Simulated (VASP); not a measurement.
A run of VASP 6.6.1 is set up as follows.

The input INCAR:

```
SYSTEM = Si62C
PREC = Accurate ; ENCUT = 520
EDIFF = 1E-6 ; ISMEAR = -1
SIGMA = 0.05 ; LREAL = Auto
LASPH = .True. ; NELM = 150
ALGO = Normal ; ISIF = 2
LWAVE = .False. ; LCHARG = .False.
ISPIN = 2 ; MAGMOM = 0 0 0 0 0 0 0 0 0 0 0 0 0 0 0 0 0 0 0 0 0 0 0 0 0 0 0 0 0 0 0 0 0 0 0 0 0 0 0 0 0 0 0 0 0 0 0 0 0 0 0 0 0 0 0 0 0 0 0 0 0 0 0
LORBIT = 11 ; GGA = PS
NBANDS = 167 ; NELECT = 253.0
```

Contents of KPOINTS:

```
regular mesh
0
Gamma
  1 1 1
  0 0 0
```

Contents of POSCAR:

```
Si62C
1.0
   10.8600000000      0.0000000000      0.0000000000
    0.0000000000     10.8600000000      0.0000000000
    0.0000000000      0.0000000000     10.8600000000
Si C
62 1
Direct
    0.4972902394      0.0011237569     -0.0012609576
    0.6217798343      0.1288154696      0.1229200737
    0.7621969613      0.2378426335     -0.0025869245
    0.8712013812      0.3783443831      0.1228095764
    0.7478842541      0.0040055249      0.2456103131
    0.8723544199      0.1275638122      0.3733978821
    0.1054499079      0.1252251381      0.1081604052
    0.2478548803      0.2492994475      0.0014737569
    0.3725691529      0.3766249540      0.1275767035
    0.4997337017      0.5000727440      0.0011209024
    0.6230986188      0.6270468692      0.1277398711
    0.7505575506      0.7518426335      0.0018821363
    0.8742701657      0.8941791897      0.1089293738
    0.2408722836      0.0033398711      0.2394634438
    0.3713112339      0.1246663904      0.3746049724
    0.4975838858      0.2517411602      0.2520146409
    0.6256789134      0.3742116022      0.3786463168
    0.7482493554      0.5023074586      0.2521019337
    0.8752537753      0.6287504604      0.3745724678
    0.5006118785      0.0005124309      0.5045476059
    0.6319240331      0.1228084715      0.6369374770
    0.7509068140      0.2490624309      0.5060822284
    0.8770241252      0.3688245856      0.6363232965
    0.7685790976      0.0009264273      0.7680934622
    0.9361716390      0.0632104052      0.9361491713
   -0.0010117864      0.5029534991     -0.0012904236
    0.1238353591      0.6359618785      0.1150214549
    0.2305003683      0.7696041436     -0.0294511971
    0.3642025783      0.8762186004      0.1149539595
   -0.0041471455      0.2517508287      0.2451691529
    0.1226190608      0.3766797422      0.3726266114
    0.2462047882      0.5069487109      0.2460588398
    0.3738681400      0.6260258748      0.3747155617
    0.4929640884      0.7537283610      0.2461392265
    0.6229519337      0.8773602210      0.3729698895
   -0.0018480663      0.0019879374      0.4964364641
    0.1213442910      0.1206296501      0.6287283610
    0.2463973297      0.2495317680      0.5004850829
    0.3740612339      0.3740616943      0.6247600368
    0.4996104052      0.5003938306      0.5002860958
    0.6257722836      0.6261094843      0.6247933702
    0.7503989871      0.7536653775      0.5005292818
    0.8795344383      0.8786133517      0.6286325046
    0.2304385820     -0.0190242173      0.7597947514
    0.3642799263      0.1180740331      0.8742662063
    0.4958095764      0.2461979742      0.7524661142
    0.6284657459      0.3714940147      0.8759988950
    0.7535880295      0.5043922652      0.7524670350
    0.8817896869      0.6357593002      0.8742866483
   -0.0033515654      0.7591426335      0.2397295580
    0.1232325967      0.8769251381      0.3705703499
   -0.0003443831      0.4995496317      0.5040626151
    0.1235487109      0.6292632597      0.6278713628
    0.2490330571      0.7511643646      0.4985350829
    0.3706567219      0.8767172192      0.6280909761
   -0.0010273481      0.2326772560      0.7672571823
    0.1240729282      0.3745172192      0.8755027624
    0.2500448435      0.5011930018      0.7483853591
    0.3718174954      0.6283713628      0.8763191529
    0.4990349908      0.7504040516      0.7485430018
    0.6259367403      0.8760585635      0.8758040516
    0.0190722836      0.7693217311      0.7595964088
    0.1394583794     -0.1395878453     -0.1554482505
```

Potentials or basis: VASP PAW PBE potentials, release 64 (Si, C).

The run is started by

```bash
$ cat potpaw_PBE.64/Si/POTCAR potpaw_PBE.64/C/POTCAR > POTCAR
$ mpirun -np 1 vasp_gam > vasp.out
```

Predict the net moment.

0.00 μB per cell.

Predict the largest force.

1.188 eV/Å.

Forces in eV/Å, atoms in the order of the input:
```
Si   0.027  0.010 -0.012
Si  -0.018  0.021  0.031
Si   0.299 -0.304  0.010
Si  -0.017  0.014  0.028
Si  -0.047  0.025  0.033
Si  -0.007  0.010  0.019
Si  -0.080  0.101  0.012
Si   0.017 -0.004  0.011
Si   0.000  0.033 -0.005
Si   0.050 -0.052 -0.034
Si  -0.031  0.004 -0.004
Si   0.004 -0.018  0.007
Si  -0.098  0.095 -0.009
Si  -0.051  0.051 -0.040
Si  -0.001 -0.009 -0.020
Si  -0.024  0.025 -0.015
Si   0.012 -0.012 -0.001
Si  -0.025  0.022 -0.016
Si   0.008  0.004 -0.020
Si   0.018 -0.004 -0.050
Si  -0.015 -0.002 -0.026
Si   0.002  0.000  0.007
Si   0.003  0.007 -0.019
Si  -0.027 -0.012 -0.029
Si  -0.800  0.818  0.318
Si  -0.012 -0.030 -0.014
Si  -0.059  0.084 -0.085
Si  -0.156  0.150 -0.290
Si  -0.085  0.058 -0.087
Si  -0.020  0.047  0.036
Si   0.028 -0.022  0.008
Si  -0.023  0.060 -0.048
Si  -0.010  0.011 -0.003
Si  -0.061  0.021 -0.048
Si   0.026 -0.030  0.005
Si   0.005 -0.007 -0.018
Si  -0.011 -0.044  0.055
Si   0.010 -0.057  0.038
Si   0.003  0.010  0.002
Si   0.000  0.001 -0.019
Si  -0.010 -0.004  0.005
Si   0.056 -0.013  0.039
Si   0.048  0.011  0.056
Si   0.071 -0.099  0.070
Si   0.012  0.005  0.007
Si   0.005  0.007 -0.004
Si   0.139 -0.137  0.036
Si  -0.005 -0.009 -0.004
Si  -0.003 -0.011  0.008
Si  -0.043  0.051 -0.045
Si   0.004 -0.005 -0.010
Si   0.007 -0.019 -0.046
Si  -0.041 -0.021 -0.043
Si  -0.002 -0.001  0.006
Si   0.021  0.038 -0.043
Si   0.009 -0.001 -0.008
Si   0.019 -0.015 -0.008
Si  -0.008  0.011 -0.028
Si   0.002  0.000 -0.027
Si  -0.016  0.006 -0.029
Si   0.012 -0.022 -0.010
Si   0.102 -0.068  0.076
C    0.788 -0.784  0.291
```

Caveat: the k points lie up to 0.58 Å⁻¹ apart; the cell carries a net charge on a neutralising background, which shifts energy and pressure; the PAW data sets were made with another functional, which shifts forces and pressure a little.
